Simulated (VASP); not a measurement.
# In (I4/mmm) in VASP: notebook

The runs below take In through single point, with LDA, PBE.

Program: VASP 6.6.1. These are calculated values, not measurements. Logs are shortened: lines on timing, memory, paths and dates and some standing lists are left out, and cuts for length are marked.

**1. The cell of the first run**

Symmetry: I4/mmm, No. 139, tetragonal system. Conventional cell: a = 3.251 Å, b = 3.251 Å, c = 4.947 Å, α = 90.00°, β = 90.00°, γ = 90.00°. Within 4.3 Å of In (site symmetry 4/mmm) lie 12 In at 3.25 to 3.38 Å.

**2. Single point, LDA**

The input, INCAR:

```
SYSTEM = In
  ALGO = Normal
  EDIFF = 1E-6
  ENCUT = 520
  ISIF = 2
  ISMEAR = -1
  LASPH = .TRUE.
  LCHARG = .FALSE.
  LREAL = .FALSE.
  LWAVE = .FALSE.
  NBANDS = 12
  NELM = 80
  PREC = Accurate
  SIGMA = 0.05
```

The input, KPOINTS:

```
k-points
0
G
  11 11 11
  0 0 0
```

The input, POSCAR:

```
In
1.0
   -1.6254700000      1.6254700000      2.4737000000
    1.6254700000     -1.6254700000      2.4737000000
    1.6254700000      1.6254700000     -2.4737000000
In
1
Direct
    0.0000000000      0.0000000000      0.0000000000
```

Potentials or basis: VASP PAW LDA potentials, release 64 (In_d).

Run with:

```
> cat potpaw_LDA.64/In_d/POTCAR > POTCAR
> mpirun -np 1 vasp_std > vasp.out
```

OUTCAR:

```text
SYSTEM = In
   EDIFF = 1E-6
   ENCUT = 520
   ISIF = 2
   ISMEAR = -1
   LASPH = .TRUE.
   LREAL = .FALSE.
   NELM = 80
   PREC = Accurate

 ion  position               nearest neighbor table
   1  0.000  0.000  0.000-

  LATTYP: Found a body centered tetragonal cell.
 ALAT       =     3.2509400000
 C/A-ratio  =     1.5218367611

  Lattice vectors:

 A1 = (  -1.6254700000,   1.6254700000,   2.4737000000)
 A2 = (   1.6254700000,  -1.6254700000,   2.4737000000)
 A3 = (   1.6254700000,   1.6254700000,  -2.4737000000)

Analysis of symmetry for initial positions (statically):
=====================================================================
 Subroutine PRICEL returns:
 Original cell was already a primitive cell.

 Routine SETGRP: Setting up the symmetry group for a
 body centered tetragonal supercell.

 Subroutine GETGRP returns: Found 16 space group operations
 (whereof 16 operations were pure point group operations)
 out of a pool of 16 trial point group operations.

The static configuration has the point symmetry D_4h.

Analysis of symmetry for dynamics (positions and initial velocities):
=====================================================================
 Subroutine PRICEL returns:
 Original cell was already a primitive cell.

 Routine SETGRP: Setting up the symmetry group for a
 body centered tetragonal supercell.

 Subroutine GETGRP returns: Found 16 space group operations
 (whereof 16 operations were pure point group operations)
 out of a pool of 16 trial point group operations.

The dynamic configuration has the point symmetry D_4h.

 Subroutine INISYM returns: Found 16 space group operations
 (whereof 16 operations are pure point group operations),
 and found     1 'primitive' translations

----------------------------------------------------------------------------------------

                                     Primitive cell

  volume of cell :      26.1436

  direct lattice vectors                    reciprocal lattice vectors
    -1.625470000  1.625470000  2.473700000     0.000000000  0.307603339  0.202126369
     1.625470000 -1.625470000  2.473700000     0.307603339  0.000000000  0.202126369
     1.625470000  1.625470000 -2.473700000     0.307603339  0.307603339  0.000000000

  length of vectors
     3.376906444  3.376906444  3.376906444     0.368069129  0.368069129  0.435016814

  position of ions in fractional coordinates (direct lattice)
     0.000000000  0.000000000  0.000000000

  ion indices of the primitive-cell ions
   primitive index   ion index
                 1           1

----------------------------------------------------------------------------------------

 KPOINTS: k-points

Automatic generation of k-mesh.
 Grid dimensions read from file:
 generate k-points for:   11   11   11

 Generating k-lattice:

  Cartesian coordinates                     Fractional coordinates (reciprocal lattice)
     0.000000000  0.027963940  0.018375124     0.090909091  0.000000000 -0.000000000
     0.027963940  0.000000000  0.018375124     0.000000000  0.090909091 -0.000000000
     0.027963940  0.027963940  0.000000000     0.000000000  0.000000000  0.090909091

  Length of vectors
     0.033460830  0.033460830  0.039546983

  Shift w.r.t. Gamma in fractional coordinates (k-lattice)
     0.000000000  0.000000000  0.000000000

 Subroutine IBZKPT returns following result:
 ===========================================

 Found    126 irreducible k-points:

 Following reciprocal coordinates:
            Coordinates               Weight
  0.000000  0.000000  0.000000      1.000000
  0.090909  0.000000 -0.000000      8.000000
  0.181818  0.000000 -0.000000      8.000000
  0.272727  0.000000 -0.000000      8.000000
  0.363636  0.000000 -0.000000      8.000000
  0.454545  0.000000 -0.000000      8.000000
[... 16 lines left out ...]
 -0.272727  0.181818 -0.000000     16.000000
 -0.181818  0.181818  0.000000      4.000000
 [... further k-points ...]
   k-points           NKPTS =    126   k-points in BZ     NKDIM =    126   number of bands    NBANDS=     12
   number of dos      NEDOS =    301   number of ions     NIONS =      1
   total plane-waves  NPLWV =  21952
   dimension x,y,z NGX =    28 NGY =   28 NGZ =   28
   dimension x,y,z NGXF=    56 NGYF=   56 NGZF=   56
   ions per type =               1
   NGX,Y,Z   is equivalent  to a cutoff of  13.78, 13.78, 13.78 a.u.
   NGXF,Y,Z  is equivalent  to a cutoff of  27.57, 27.57, 27.57 a.u.
 SYSTEM =  In
   PREC   = accura    normal or accurate (medium, high low for compatibility)
   ISTART =      0    job   : 0-new  1-cont  2-samecut
   ICHARG =      2    charge: 1-file 2-atom 10-const
   ISPIN  =      1    spin polarized calculation?
   LNONCOLLINEAR =      F non collinear calculations
   LSORBIT =      F    spin-orbit coupling
   LASPH  =      T    aspherical Exc in radial PAW
   ENCUT  =  520.0 eV  38.22 Ry    6.18 a.u.   6.28  6.28  6.28*2*pi/ulx,y,z
   NELM   =     80;   NELMIN=  2; NELMDL= -5     # of ELM steps
   EDIFF  = 0.1E-05   stopping-criterion for ELM
   LREAL  =      F    real-space projection
   EDIFFG = 0.1E-04   stopping-criterion for IOM
   NSW    =      0    number of steps for IOM
   IBRION =     -1    ionic relax: 0-MD 1-quasi-New 2-CG
   NFREE  =      0    steps in history (QN), initial steepest desc. (CG)
   ISIF   =      2    stress and relaxation
   ISYM   =      2    0-nonsym 1-usesym 2-fastsym
   POTIM  = 0.5000    time-step for ionic-motion
   TEBEG  =    0.0;   TEEND  =   0.0 temperature during run
   PSTRESS=    0.0 pullay stress
   NELECT =      13.0000    total number of electrons
   NUPDOWN=      -1.0000    fix difference up-down
   EMIN   =  10.00;   EMAX   =-10.00  energy-range for DOS
   EFERMI =   0.00;   METHOD = LEGACY
   ISMEAR =    -1;   SIGMA  =   0.05  broadening in eV -4-tet -1-fermi 0-gaus
   EFERMI_NEDOS =   21; number of points for ismear=-14 and -15
   IALGO  =     38    algorithm
   IMIX   =      4    mixing-type and parameters
     AMIX     =   0.40;   BMIX     =  1.00
     AMIX_MAG =   1.60;   BMIX_MAG =  1.00
  volume/ion in A,a.u.               =      26.14       176.43
  Fermi-wavevector in a.u.,A,eV,Ry     =   1.296983  2.450943 22.887245  1.682165
  Thomas-Fermi vector in A             =   2.428405
   LORBIT       =      0    0 simple, 1 ext, 2 COOP (PROOUT), +10 PAW based schemes
   GGA     = CA    functional components
   LHFCALC =     F    Hartree Fock is set to
   AEXX    =    0.0000 exact exchange contribution
   IVDW    =     0    specifies the selected vdW correction
   LEPSILON=     F    determine dielectric tensor
   LRPA    =     F    only Hartree local field effects (RPA)
 non-spin polarized calculation
  energy-cutoff  :      520.00
  volume of cell :       26.14
 maximum number of plane-waves:       718
 NGX is ok and might be reduce to    28
   NGX = 13   NGY = 13   NGZ = 13

 number of electron      13.0000006 magnetization

 Free energy of the ion-electron system (eV)
  ---------------------------------------------------
  ext. energy  EPLUGINS =         0.00000000
  ---------------------------------------------------
  free energy    TOTEN  =        -3.20480864 eV

  energy without entropy =       -3.20082739  energy(sigma->0) =       -3.20281801

 E-fermi :   7.2431     XC(G=0): -10.5298

 val. band max:        7.2146954748   @ k =  -0.4545  -0.4545   0.1818
 cond. band min:       7.2535613627   @ k =  -0.4545   0.4545   0.2727
 fundamental gap:      0.0388658878
 Fermi energy:         7.2431228414

 k-point     1 :       0.0000    0.0000    0.0000
  band No.  band energies     occupation
      1      -7.3982      2.00000
      2      -7.2889      2.00000
      3      -7.2889      2.00000
      4      -7.2057      2.00000
      5      -7.1014      2.00000
      6      -2.3439      2.00000
      7      17.6508      0.00000
      8      17.6508      0.00000
      9      17.8136      0.00000
     10      18.9141      0.00000
     11      21.2416      0.00000
     12      21.3728      0.00000

 k-point     2 :       0.0909    0.0000   -0.0000
  band No.  band energies     occupation
      1      -7.3853      2.00000
      2      -7.2899      2.00000
      3      -7.2760      2.00000
      4      -7.2025      2.00000
      5      -7.1064      2.00000
      6      -2.1626      2.00000
      7      15.7243      0.00000
      8      17.3397      0.00000
      9      17.4448      0.00000
     10      18.6934      0.00000
     11      21.5906      0.00000
     12      21.8337      0.00000

 k-point     3 :       0.1818    0.0000   -0.0000
  band No.  band energies     occupation
      1      -7.3653      2.00000
      2      -7.2999      2.00000
      3      -7.2495      2.00000
      4      -7.1746      2.00000
      5      -7.1113      2.00000
      6      -1.6123      2.00000
      7      12.6232      0.00000
      8      16.5009      0.00000
      9      17.0348      0.00000
     10      18.6321      0.00000
     11      20.5090      0.00000
     12      22.9430      0.00000

 k-point     4 :       0.2727    0.0000   -0.0000
  band No.  band energies     occupation
      1      -7.3640      2.00000
      2      -7.3235      2.00000
      3      -7.2423      2.00000
      4      -7.1064      2.00000
      5      -7.0894      2.00000
      6      -0.6825      2.00000
      7       9.6315      0.00000
      8      15.6806      0.00000
      9      16.6614      0.00000
     10      18.5760      0.00000
     11      19.6117      0.00000
     12      22.0644      0.00000

 k-point     5 :       0.3636    0.0000   -0.0000
  band No.  band energies     occupation
      1      -7.3788      2.00000
      2      -7.3467      2.00000
      3      -7.2575      2.00000
      4      -7.0465      2.00000
      5      -7.0293      2.00000
      6       0.6261      2.00000
      7       6.9113      1.99738
      8      15.0520      0.00000
      9      16.4082      0.00000
     10      18.5017      0.00000
     11      19.0338      0.00000
     12      21.0982      0.00000

 k-point     6 :       0.4545    0.0000   -0.0000
  band No.  band energies     occupation
      1      -7.3932      2.00000
      2      -7.3591      2.00000
      3      -7.2710      2.00000
      4      -7.0161      2.00000
      5      -6.9802      2.00000
      6       2.2576      2.00000
      7       4.5660      2.00000
      8      14.7123      0.00000
      9      16.2857      0.00000
     10      18.4390      0.00000
     11      18.7595      0.00000
     12      20.5944      0.00000

 k-point     7 :       0.0909    0.0909   -0.0000
  band No.  band energies     occupation
      1      -7.3793      2.00000
      2      -7.2789      2.00000
      3      -7.2620      2.00000
      4      -7.2028      2.00000
      5      -7.1036      2.00000
      6      -1.8697      2.00000
      7      14.7929      0.00000
      8      15.0642      0.00000
      9      17.7731      0.00000
     10      19.0254      0.00000
     11      20.4553      0.00000
     12      21.5853      0.00000

 k-point     8 :       0.1818    0.0909   -0.0000
  band No.  band energies     occupation
      1      -7.3629      2.00000
      2      -7.2848      2.00000
      3      -7.2436      2.00000
      4      -7.1803      2.00000
      5      -7.0921      2.00000
      6      -1.2045      2.00000
      7      11.8355      0.00000
      8      14.3805      0.00000
      9      17.0536      0.00000
     10      19.3534      0.00000
     11      19.6733      0.00000
     12      21.5077      0.00000
[... 166 lines left out ...]
 k-point    20 :       0.4545    0.1818   -0.0000
  band No.  band energies     occupation
      1      -7.3766      2.00000
      2      -7.2855      2.00000
      3      -7.2391      2.00000
      4      -7.0966      2.00000
      5      -6.9872      2.00000
      6       3.3906      2.00000
      7       4.6569      2.00000
      8      12.0156      0.00000
      9      13.4305      0.00000
     10      16.3283      0.00000
     11      21.0795      0.00000
     12      23.3767      0.00000

 k-point    21 :      -0.4545    0.1818    0.0000
  band No.  band energies     occupation
      1      -7.3894      2.00000
      2      -7.2878      2.00000
      3      -7.2283      2.00000
      4      -7.1149      2.00000
      5      -6.9811      2.00000
      6       1.8980      2.00000
      7       6.5532      2.00000
      8      12.7734      0.00000
      9      13.2698      0.00000
     10      16.0844      0.00000
     11      21.3164      0.00000
     12      22.1109      0.00000

 k-point    22 :      -0.3636    0.1818    0.0000
  band No.  band energies     occupation
      1      -7.3913      2.00000
      2      -7.2804      2.00000
      3      -7.2112      2.00000
      4      -7.1415      2.00000
      5      -7.0226      2.00000
      6       0.4586      2.00000
      7       9.0820      0.00000
      8      13.1794      0.00000
      9      14.0177      0.00000
     10      16.2562      0.00000
     11      19.4706      0.00000
     12      22.4214      0.00000

 k-point    23 :      -0.2727    0.1818   -0.0000
  band No.  band energies     occupation
      1      -7.3835      2.00000
      2      -7.2556      2.00000
      3      -7.2048      2.00000
      4      -7.1782      2.00000
      5      -7.0868      2.00000
      6      -0.6218      2.00000
      7      11.8854      0.00000
      8      13.6827      0.00000
      9      14.8932      0.00000
     10      16.8634      0.00000
     11      17.8028      0.00000
     12      23.3155      0.00000

 k-point    24 :      -0.1818    0.1818    0.0000
  band No.  band energies     occupation
      1      -7.3600      2.00000
      2      -7.2636      2.00000
      3      -7.2131      2.00000
      4      -7.2080      2.00000
      5      -7.1231      2.00000
      6      -1.3242      2.00000
      7      14.3336      0.00000
      8      14.5881      0.00000
      9      15.2233      0.00000
     10      16.6656      0.00000
     11      18.8087      0.00000
     12      23.7160      0.00000

 [... further k-points ...]
[... 5 lines left out ...]
  --------------------------------------------------------------------------------------
  -------------------------------------------------------------------------------------
  Total       -0.4064443     -0.4064443     -0.4293159      0.0000000     -0.0000000      0.0000000
  in kB      -24.9084504    -24.9084504    -26.3101046      0.0000000     -0.0000000      0.0000000
  external PRESSURE =     -25.3756685 kB  Pullay stress =       0.0000000 kB

 VOLUME and BASIS-vectors are now :
 -----------------------------------------------------------------------------
  energy-cutoff  :      520.00
  volume of cell :       26.14
      direct lattice vectors                 reciprocal lattice vectors
    -1.625470000  1.625470000  2.473700000     0.000000000  0.307603339  0.202126369
     1.625470000 -1.625470000  2.473700000     0.307603339  0.000000000  0.202126369
     1.625470000  1.625470000 -2.473700000     0.307603339  0.307603339  0.000000000

 POSITION                                       TOTAL-FORCE (eV/Angst)
 -----------------------------------------------------------------------------------
      0.00000      0.00000      0.00000         0.000000      0.000000      0.000000
 -----------------------------------------------------------------------------------
    total drift:                               -0.000000     -0.000000     -0.000000

  FREE ENERGIE OF THE ION-ELECTRON SYSTEM (eV)
  ---------------------------------------------------
  free  energy   TOTEN  =        -3.2048086421 eV

  energy  without entropy=       -3.2008273860  energy(sigma->0) =       -3.20281801
```

Run time: 20 s. Hardware: 1 thread of Intel Xeon Platinum 8488C (Sapphire Rapids), shared host; peak memory 0.16 GiB.

Results:

```
Free energy : -3.2048 eV
Pressure    : -2.5 GPa
```

Caveat: spin-orbit coupling is left out, which moves the levels of the heavy elements.

[end of part 1 of 3]
